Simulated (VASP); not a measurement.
**Co: single point with PBEsol**

The system is Co.

```
CELL_PARAMETERS angstrom
2.50740 0.00000 0.00000
-1.25370 2.17147 0.00000
0.00000 0.00000 4.06990
ATOMIC_POSITIONS crystal
Co 0.33333 0.66667 0.25000
Co 0.66667 0.33333 0.75000
```

| Property | Result |
| --- | --- |
| Program | VASP 6.6.1 |
| Task | single point |
| Functional | PBEsol |
| Potentials or basis | VASP PAW PBE potentials, release 64 (Co) |
| Cutoff | 520 eV |
| k mesh | 6 × 6 × 3 |
| Occupations | fermi-dirac, width 0.1 eV |
| Spin | collinear spin, ferromagnetic start |
| Starting moments | [1.8, 1.8] μB |
| Dipole correction | no |
| Further INCAR settings | ALGO = Normal; EDIFF = 1e-06; NBANDS = 20 |

| Property | Result |
| --- | --- |
| Pressure | -14.5 GPa |
| Net moment | 3.26 μB per cell |
| Site moments | Co +1.65 μB |
| Valence electrons inside the program's atomic spheres | Co 8.23 |

Stress tensor (GPa, compression positive):
```
-15.30   0.00   0.00
  0.00 -15.30   0.00
  0.00   0.00 -12.94
```

Levels at points of the mesh, in eV from the Fermi level:
Spin up:
| k point | band 8 | band 9 | band 10 | band 11 | band 12 | band 13 | band 14 | band 15 |
| --- | --- | --- | --- | --- | --- | --- | --- | --- |
| (0.00, 0.00, 0.00) | -1.96 | -1.96 | -0.90 | -0.90 | -0.22 | 6.05 | 21.74 | 24.11 |
| (0.50, 0.00, 0.00) | -0.74 | -0.69 | -0.60 | 1.20 | 3.15 | 9.39 | 10.02 | 12.43 |
Spin down:
```csv
k point,band 4,band 5,band 6,band 7,band 8,band 9,band 10,band 11
"(0.00, 0.00, 0.00)",-0.96,-0.96,-0.61,-0.61,-0.21,-0.16,-0.16,1.01
"(0.50, 0.00, 0.00)",-1.84,-1.08,-1.03,-0.65,1.13,1.25,1.29,2.44
```

Run time: 32 s on 1 thread of AMD EPYC 7R13, with other jobs on the host, peak memory 0.11 GiB.

Caveat: the k points lie up to 0.51 Å⁻¹ apart; the PAW data sets were made with another functional, which shifts forces and pressure a little.
